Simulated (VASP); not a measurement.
# BaS (Pm-3m) in VASP: further runs

The runs below take BaS through single point, with PBE.

Everything below comes from runs of VASP 6.6.1. Logs are shortened: lines on timing, memory, paths and dates and some standing lists are left out, and cuts for length are marked.

### Step 1. The cell of the first run

The structure is cubic, space group Pm-3m (No. 221). The conventional cell has a = 3.834 Å, b = 3.834 Å, c = 3.834 Å, α = 90.00°, β = 90.00°, γ = 90.00°. Within 4.4 Å of Ba (site symmetry m-3m) lie 8 S at 3.32 Å and 6 Ba at 3.83 Å. S (site symmetry m-3m) has 8 Ba at 3.32 Å and 6 S at 3.83 Å within 4.4 Å.

### Step 2. Single point, PBE

Contents of INCAR:

```
SYSTEM = BaS
  ALGO = Normal
  EDIFF = 1E-7
  ENCUT = 520
  GGA = PE
  ISIF = 2
  ISMEAR = 0
  LASPH = .TRUE.
  LCHARG = .FALSE.
  LREAL = .FALSE.
  LWAVE = .FALSE.
  NBANDS = 15
  NELM = 80
  PREC = Accurate
  SIGMA = 0.01
```

Contents of KPOINTS:

```
k-points
0
G
  4 4 4
  0 0 0
```

Contents of POSCAR:

```
BaS
1.0
    3.8337582654      0.0000000000      0.0000000000
    0.0000000000      3.8337582654      0.0000000000
    0.0000000000      0.0000000000      3.8337582654
Ba S
1 1
Direct
    0.0000000000      0.0000000000      0.0000000000
    0.5000000000      0.5000000000      0.5000000000
```

Potentials or basis: VASP PAW PBE potentials, release 64 (Ba_sv, S).

Launch:

```sh
$ cat potpaw_PBE.64/Ba_sv/POTCAR potpaw_PBE.64/S/POTCAR > POTCAR
$ mpirun -np 1 vasp_std > vasp.out
```

OUTCAR:

```text
SYSTEM = BaS
   EDIFF = 1E-7
   ENCUT = 520
   GGA = PE
   ISIF = 2
   ISMEAR = 0
   LASPH = .TRUE.
   LREAL = .FALSE.
   NELM = 80
   PREC = Accurate

 ion  position               nearest neighbor table
   1  0.000  0.000  0.000-   2 3.32   2 3.32   2 3.32   2 3.32   2 3.32   2 3.32   2 3.32   2 3.32

   2  0.500  0.500  0.500-   1 3.32   1 3.32   1 3.32   1 3.32   1 3.32   1 3.32   1 3.32   1 3.32

  LATTYP: Found a simple cubic cell.
 ALAT       =     3.8337582654

  Lattice vectors:

 A1 = (   3.8337582654,   0.0000000000,   0.0000000000)
 A2 = (   0.0000000000,   3.8337582654,   0.0000000000)
 A3 = (   0.0000000000,   0.0000000000,   3.8337582654)

Analysis of symmetry for initial positions (statically):
=====================================================================
 Subroutine PRICEL returns:
 Original cell was already a primitive cell.

 Routine SETGRP: Setting up the symmetry group for a
 simple cubic supercell.

 Subroutine GETGRP returns: Found 48 space group operations
 (whereof 48 operations were pure point group operations)
 out of a pool of 48 trial point group operations.

The static configuration has the point symmetry O_h .

Analysis of symmetry for dynamics (positions and initial velocities):
=====================================================================
 Subroutine PRICEL returns:
 Original cell was already a primitive cell.

 Routine SETGRP: Setting up the symmetry group for a
 simple cubic supercell.

 Subroutine GETGRP returns: Found 48 space group operations
 (whereof 48 operations were pure point group operations)
 out of a pool of 48 trial point group operations.

The dynamic configuration has the point symmetry O_h .

 Subroutine INISYM returns: Found 48 space group operations
 (whereof 48 operations are pure point group operations),
 and found     1 'primitive' translations

----------------------------------------------------------------------------------------

                                     Primitive cell

  volume of cell :      56.3474

  direct lattice vectors                    reciprocal lattice vectors
     3.833758265  0.000000000  0.000000000     0.260840651  0.000000000  0.000000000
     0.000000000  3.833758265  0.000000000     0.000000000  0.260840651  0.000000000
     0.000000000  0.000000000  3.833758265     0.000000000  0.000000000  0.260840651

  length of vectors
     3.833758265  3.833758265  3.833758265     0.260840651  0.260840651  0.260840651

  position of ions in fractional coordinates (direct lattice)
     0.000000000  0.000000000  0.000000000
     0.500000000  0.500000000  0.500000000

  ion indices of the primitive-cell ions
   primitive index   ion index
                 1           1
                 2           2

----------------------------------------------------------------------------------------

 KPOINTS: k-points

Automatic generation of k-mesh.
 Grid dimensions read from file:
 generate k-points for:    4    4    4

 Generating k-lattice:

  Cartesian coordinates                     Fractional coordinates (reciprocal lattice)
     0.065210163  0.000000000  0.000000000     0.250000000  0.000000000  0.000000000
     0.000000000  0.065210163  0.000000000     0.000000000  0.250000000  0.000000000
     0.000000000  0.000000000  0.065210163     0.000000000  0.000000000  0.250000000

  Length of vectors
     0.065210163  0.065210163  0.065210163

  Shift w.r.t. Gamma in fractional coordinates (k-lattice)
     0.000000000  0.000000000  0.000000000

 Subroutine IBZKPT returns following result:
 ===========================================

 Found     10 irreducible k-points:

 Following reciprocal coordinates:
            Coordinates               Weight
  0.000000  0.000000  0.000000      1.000000
  0.250000  0.000000  0.000000      6.000000
  0.500000  0.000000  0.000000      3.000000
  0.250000  0.250000  0.000000     12.000000
  0.500000  0.250000  0.000000     12.000000
  0.500000  0.500000  0.000000      3.000000
  0.250000  0.250000  0.250000      8.000000
  0.500000  0.250000  0.250000     12.000000
  0.500000  0.500000  0.250000      6.000000
  0.500000  0.500000  0.500000      1.000000
   k-points           NKPTS =     10   k-points in BZ     NKDIM =     10   number of bands    NBANDS=     15
   number of dos      NEDOS =    301   number of ions     NIONS =      2
   total plane-waves  NPLWV =  27000
   dimension x,y,z NGX =    30 NGY =   30 NGZ =   30
   dimension x,y,z NGXF=    60 NGYF=   60 NGZF=   60
   ions per type =               1   1
   NGX,Y,Z   is equivalent  to a cutoff of  13.01, 13.01, 13.01 a.u.
   NGXF,Y,Z  is equivalent  to a cutoff of  26.02, 26.02, 26.02 a.u.
 SYSTEM =  BaS
   PREC   = accura    normal or accurate (medium, high low for compatibility)
   ISTART =      0    job   : 0-new  1-cont  2-samecut
   ICHARG =      2    charge: 1-file 2-atom 10-const
   ISPIN  =      1    spin polarized calculation?
   LNONCOLLINEAR =      F non collinear calculations
   LSORBIT =      F    spin-orbit coupling
   LASPH  =      T    aspherical Exc in radial PAW
   ENCUT  =  520.0 eV  38.22 Ry    6.18 a.u.   7.13  7.13  7.13*2*pi/ulx,y,z
   NELM   =     80;   NELMIN=  2; NELMDL= -5     # of ELM steps
   EDIFF  = 0.1E-06   stopping-criterion for ELM
   LREAL  =      F    real-space projection
   EDIFFG = 0.1E-05   stopping-criterion for IOM
   NSW    =      0    number of steps for IOM
   IBRION =     -1    ionic relax: 0-MD 1-quasi-New 2-CG
   NFREE  =      0    steps in history (QN), initial steepest desc. (CG)
   ISIF   =      2    stress and relaxation
   ISYM   =      2    0-nonsym 1-usesym 2-fastsym
   POTIM  = 0.5000    time-step for ionic-motion
   TEBEG  =    0.0;   TEEND  =   0.0 temperature during run
   PSTRESS=    0.0 pullay stress
   NELECT =      16.0000    total number of electrons
   NUPDOWN=      -1.0000    fix difference up-down
   EMIN   =  10.00;   EMAX   =-10.00  energy-range for DOS
   EFERMI =   0.00;   METHOD = LEGACY
   ISMEAR =     0;   SIGMA  =   0.01  broadening in eV -4-tet -1-fermi 0-gaus
   EFERMI_NEDOS =   21; number of points for ismear=-14 and -15
   IALGO  =     38    algorithm
   IMIX   =      4    mixing-type and parameters
     AMIX     =   0.40;   BMIX     =  1.00
     AMIX_MAG =   1.60;   BMIX_MAG =  1.00
  volume/ion in A,a.u.               =      28.17       190.13
  Fermi-wavevector in a.u.,A,eV,Ry     =   1.076028  2.033397 15.753309  1.157836
  Thomas-Fermi vector in A             =   2.211901
   LORBIT       =      0    0 simple, 1 ext, 2 COOP (PROOUT), +10 PAW based schemes
   GGA     = PE    functional components
   LHFCALC =     F    Hartree Fock is set to
   AEXX    =    0.0000 exact exchange contribution
   IVDW    =     0    specifies the selected vdW correction
   LEPSILON=     F    determine dielectric tensor
   LRPA    =     F    only Hartree local field effects (RPA)
 non-spin polarized calculation
 Gauss-broadening in eV      SIGMA  =   0.01
  energy-cutoff  :      520.00
  volume of cell :       56.35
 maximum number of plane-waves:      1568
 NGX is ok and might be reduce to    30
   NGX = 15   NGY = 15   NGZ = 15

 number of electron      15.9999997 magnetization

 Free energy of the ion-electron system (eV)
  ---------------------------------------------------
  ext. energy  EPLUGINS =         0.00000000
  ---------------------------------------------------
  free energy    TOTEN  =        -9.73083644 eV

  energy without entropy =       -9.73083644  energy(sigma->0) =       -9.73083644

 E-fermi :   3.1091     XC(G=0):  -9.4022

 val. band max:        3.0480314922   @ k =   0.5000   0.5000   0.0000
 cond. band min:       4.4694739803   @ k =   0.0000   0.0000   0.0000
 fundamental gap:      1.4214424880
 Fermi energy:         3.1090989051

 k-point     1 :       0.0000    0.0000    0.0000
  band No.  band energies     occupation
      1     -24.1214      2.00000
      2      -8.9185      2.00000
      3      -8.9185      2.00000
      4      -8.9185      2.00000
      5      -8.0212      2.00000
      6       2.9374      2.00000
      7       2.9374      2.00000
      8       2.9374      2.00000
      9       4.4695      0.00000
     10       4.4695      0.00000
     11       6.8906      0.00000
     12       9.5794      0.00000
     13       9.5794      0.00000
     14       9.5794      0.00000
     15      13.9526      0.00000

 k-point     2 :       0.2500    0.0000    0.0000
  band No.  band energies     occupation
      1     -24.0763      2.00000
      2      -9.8087      2.00000
      3      -8.8580      2.00000
      4      -8.8580      2.00000
      5      -7.2778      2.00000
      6       1.2299      2.00000
      7       2.6231      2.00000
      8       2.6231      2.00000
      9       4.8909      0.00000
     10       6.4954      0.00000
     11       8.6346      0.00000
     12       9.6540      0.00000
     13       9.6540      0.00000
     14       9.9118      0.00000
     15      11.2559      0.00000

 k-point     3 :       0.5000    0.0000    0.0000
  band No.  band energies     occupation
      1     -24.0303      2.00000
      2     -10.3654      2.00000
      3      -8.7959      2.00000
      4      -8.7959      2.00000
      5      -6.8060      2.00000
      6       0.1302      2.00000
      7       2.3108      2.00000
      8       2.3108      2.00000
      9       5.4930      0.00000
     10       9.1172      0.00000
     11       9.5365      0.00000
     12      10.0538      0.00000
     13      10.0538      0.00000
     14      10.3337      0.00000
     15      10.3391      0.00000

 k-point     4 :       0.2500    0.2500    0.0000
  band No.  band energies     occupation
      1     -24.0329      2.00000
      2      -9.7619      2.00000
      3      -9.3527      2.00000
      4      -8.8040      2.00000
      5      -7.1422      2.00000
      6       1.1710      2.00000
      7       2.0540      2.00000
      8       2.6449      2.00000
      9       5.7859      0.00000
     10       7.4621      0.00000
     11       7.5419      0.00000
     12       8.2609      0.00000
     13      10.0431      0.00000
     14      10.8822      0.00000
     15      12.3675      0.00000

 k-point     5 :       0.5000    0.2500    0.0000
  band No.  band energies     occupation
      1     -23.9887      2.00000
      2     -10.0973      2.00000
      3      -9.2978      2.00000
      4      -8.7487      2.00000
      5      -7.1530      2.00000
      6       0.8608      2.00000
      7       1.9032      2.00000
      8       2.6307      2.00000
      9       5.8855      0.00000
     10       7.5186      0.00000
     11       8.3758      0.00000
     12       8.5611      0.00000
     13       9.1414      0.00000
     14      11.8074      0.00000
     15      12.4478      0.00000

 k-point     6 :       0.5000    0.5000    0.0000
  band No.  band energies     occupation
      1     -23.9464      2.00000
      2      -9.7404      2.00000
      3      -9.7404      2.00000
      4      -8.7004      2.00000
      5      -7.5992      2.00000
      6       1.6789      2.00000
      7       1.6789      2.00000
      8       3.0480      2.00000
      9       5.2369      0.00000
     10       6.3803      0.00000
     11       7.3632      0.00000
     12       7.3632      0.00000
     13      11.8683      0.00000
     14      13.0965      0.00000
     15      14.0820      0.00000

 k-point     7 :       0.2500    0.2500    0.2500
  band No.  band energies     occupation
      1     -23.9909      2.00000
      2      -9.6448      2.00000
      3      -9.2728      2.00000
      4      -9.2728      2.00000
      5      -7.1566      2.00000
      6       1.5634      2.00000
      7       1.5634      2.00000
      8       1.7949      2.00000
      9       7.2018      0.00000
     10       7.2018      0.00000
     11       7.9345      0.00000
     12       9.1324      0.00000
     13       9.1324      0.00000
     14       9.8067      0.00000
     15      14.1864      0.00000

 k-point     8 :       0.5000    0.2500    0.2500
  band No.  band energies     occupation
      1     -23.9481      2.00000
      2      -9.8917      2.00000
      3      -9.2540      2.00000
      4      -9.1897      2.00000
      5      -7.2591      2.00000
      6       0.9658      2.00000
      7       1.1037      2.00000
      8       2.2340      2.00000
      9       7.2504      0.00000
     10       7.2721      0.00000
     11       7.3257      0.00000
     12       9.8548      0.00000
     13      10.2223      0.00000
     14      12.0135      0.00000
     15      13.1932      0.00000

 k-point     9 :       0.5000    0.5000    0.2500
  band No.  band energies     occupation
      1     -23.9068      2.00000
      2      -9.6446      2.00000
      3      -9.6446      2.00000
      4      -9.1436      2.00000
      5      -7.4194      2.00000
      6       0.9004      2.00000
      7       0.9004      2.00000
      8       1.3377      2.00000
      9       7.1739      0.00000
     10       8.4560      0.00000
     11       8.4560      0.00000
     12       8.6605      0.00000
     13      11.9790      0.00000
     14      12.9508      0.00000
     15      12.9508      0.00000

 k-point    10 :       0.5000    0.5000    0.5000
  band No.  band energies     occupation
      1     -23.8666      2.00000
      2      -9.5439      2.00000
      3      -9.5439      2.00000
      4      -9.5439      2.00000
      5      -7.2182      2.00000
      6       0.2621      2.00000
      7       0.2621      2.00000
      8       0.2621      2.00000
      9      10.3689      0.00000
     10      10.3689      0.00000
     11      10.3689      0.00000
     12      10.8201      0.00000
     13      10.8201      0.00000
     14      10.8201      0.00000
     15      12.0958      0.00000

------------------------ aborting loop because EDIFF is reached ----------------------------------------

  FORCE on cell =-STRESS in cart. coord.  units (eV):
  Direction    XX          YY          ZZ          XY          YZ          ZX
  --------------------------------------------------------------------------------------
  -------------------------------------------------------------------------------------
  Total        0.4503226      0.4503226      0.4503226      0.0000000      0.0000000     -0.0000000
  in kB       12.8044276     12.8044276     12.8044276      0.0000000      0.0000000     -0.0000000
  external PRESSURE =      12.8044276 kB  Pullay stress =       0.0000000 kB

 VOLUME and BASIS-vectors are now :
 -----------------------------------------------------------------------------
  energy-cutoff  :      520.00
  volume of cell :       56.35
      direct lattice vectors                 reciprocal lattice vectors
     3.833758265  0.000000000  0.000000000     0.260840651  0.000000000  0.000000000
     0.000000000  3.833758265  0.000000000     0.000000000  0.260840651  0.000000000
     0.000000000  0.000000000  3.833758265     0.000000000  0.000000000  0.260840651

 POSITION                                       TOTAL-FORCE (eV/Angst)
 -----------------------------------------------------------------------------------
      0.00000      0.00000      0.00000         0.000000      0.000000      0.000000
      1.91688      1.91688      1.91688         0.000000      0.000000      0.000000
 -----------------------------------------------------------------------------------
    total drift:                                0.000000     -0.000000     -0.000000

  FREE ENERGIE OF THE ION-ELECTRON SYSTEM (eV)
  ---------------------------------------------------
  free  energy   TOTEN  =        -9.7308364417 eV

  energy  without entropy=       -9.7308364417  energy(sigma->0) =       -9.73083644
```

Wall time 15 s (1 thread of Intel Xeon 8259CL, shared host); peak memory 0.17 GiB.

What came out:

- Free energy: -9.7308 eV
- Pressure: 1.3 GPa
- Band gap on the k mesh: 1.42 eV, indirect (least direct gap 1.53 eV)

Levels at points of the mesh, in eV from the valence-band top:
```
           k point  band 4  band 5  band 6  band 7  band 8  band 9  band 10  band 11  band 12  band 13
(0.00, 0.00, 0.00)  -11.97  -11.07   -0.11   -0.11   -0.11    1.42     1.42     3.84     6.53     6.53
(0.50, 0.00, 0.00)  -11.84   -9.85   -2.92   -0.74   -0.74    2.45     6.07     6.49     7.01     7.01
(0.50, 0.50, 0.00)  -11.75  -10.65   -1.37   -1.37    0.00    2.19     3.33     4.32     4.32     8.82
(0.50, 0.50, 0.50)  -12.59  -10.27   -2.79   -2.79   -2.79    7.32     7.32     7.32     7.77     7.77
```

Caveat: spin-orbit coupling is left out, which moves the levels of the heavy elements. A k mesh can miss the band edges.

### Step 3. Single point, PBE

Contents of INCAR:

```
PREC = Accurate
ENCUT = 520
EDIFF = 1E-6
ISMEAR = 0
SIGMA = 0.01
LREAL = F
LASPH = T
NELM = 100
ALGO = Normal
ISIF = 2
LWAVE = F
LCHARG = F
GGA = PE
NBANDS = 15
```

Contents of KPOINTS:

```
Automatic mesh
0
Gamma
  4 4 4
```

POSCAR is that of step 2.

Potentials or basis: VASP PAW PBE potentials, release 64 (Ba_sv, S).

Launch:

```sh
$ cat potpaw_PBE.64/Ba_sv/POTCAR potpaw_PBE.64/S/POTCAR > POTCAR
$ mpirun -np 1 vasp_std > vasp.out
```

It took 15 s on 1 thread of Intel Xeon 8259CL, shared host; peak memory 0.16 GiB.

Results (log left out):

- Free energy: -9.7308 eV
- Pressure: 1.3 GPa
- Band gap on the k mesh: 1.42 eV, indirect (least direct gap 1.53 eV)

Levels at points of the mesh, in eV from the valence-band top:
| k point | band 6 | band 7 | band 8 | band 9 | band 10 | band 11 |
| --- | --- | --- | --- | --- | --- | --- |
| (0.00, 0.00, 0.00) | -0.11 | -0.11 | -0.11 | 1.42 | 1.42 | 3.84 |
| (0.50, 0.00, 0.00) | -2.92 | -0.74 | -0.74 | 2.45 | 6.07 | 6.49 |
| (0.50, 0.50, 0.00) | -1.37 | -1.37 | 0.00 | 2.19 | 3.33 | 4.32 |
| (0.50, 0.50, 0.50) | -2.79 | -2.79 | -2.79 | 7.32 | 7.32 | 7.32 |

Caveat: spin-orbit coupling is left out, which moves the levels of the heavy elements. A k mesh can miss the band edges.

### Step 4. Single point, PBE

Contents of INCAR:

```
  ALGO = Normal
  EDIFF = 1E-6
  ENCUT = 520
  GGA = PE
  ISIF = 2
  ISMEAR = 0
  LASPH = True
  LCHARG = False
  LREAL = False
  LWAVE = False
  NBANDS = 15
  NELM = 60
  PREC = Accurate
  SIGMA = 0.01
```

Contents of KPOINTS:

```
k-points
0
Gamma
  6 6 6
```

POSCAR is that of step 3.

Launch:

```sh
$ cat potpaw_PBE.64/Ba_sv/POTCAR potpaw_PBE.64/S/POTCAR > POTCAR
$ mpirun -np 1 vasp_std > vasp.out
```

Run time: 24 s. Hardware: 1 thread of Intel Xeon 8259CL, shared host; peak memory 0.17 GiB.

It converged, with:

| Property | Result |
| --- | --- |
| Free energy | -9.7473 eV |
| Pressure | 1.2 GPa |
| Band gap on the k mesh | 1.43 eV, indirect (least direct gap 1.54 eV) |

Levels at points of the mesh, in eV from the valence-band top:
| k point | band 4 | band 5 | band 6 | band 7 | band 8 | band 9 | band 10 | band 11 | band 12 | band 13 |
| --- | --- | --- | --- | --- | --- | --- | --- | --- | --- | --- |
| (0.00, 0.00, 0.00) | -11.95 | -11.07 | -0.11 | -0.11 | -0.11 | 1.43 | 1.43 | 3.85 | 6.55 | 6.55 |
| (0.50, 0.00, 0.00) | -11.82 | -9.85 | -2.91 | -0.73 | -0.73 | 2.46 | 6.08 | 6.50 | 7.02 | 7.02 |
| (0.50, 0.50, 0.00) | -11.73 | -10.65 | -1.37 | -1.37 | 0.00 | 2.20 | 3.34 | 4.33 | 4.33 | 8.84 |
| (0.50, 0.50, 0.50) | -12.57 | -10.27 | -2.78 | -2.78 | -2.78 | 7.33 | 7.33 | 7.33 | 7.78 | 7.78 |

Caveat: spin-orbit coupling is left out, which moves the levels of the heavy elements. PBE gaps usually lie below the measured ones, often by a third to a half.
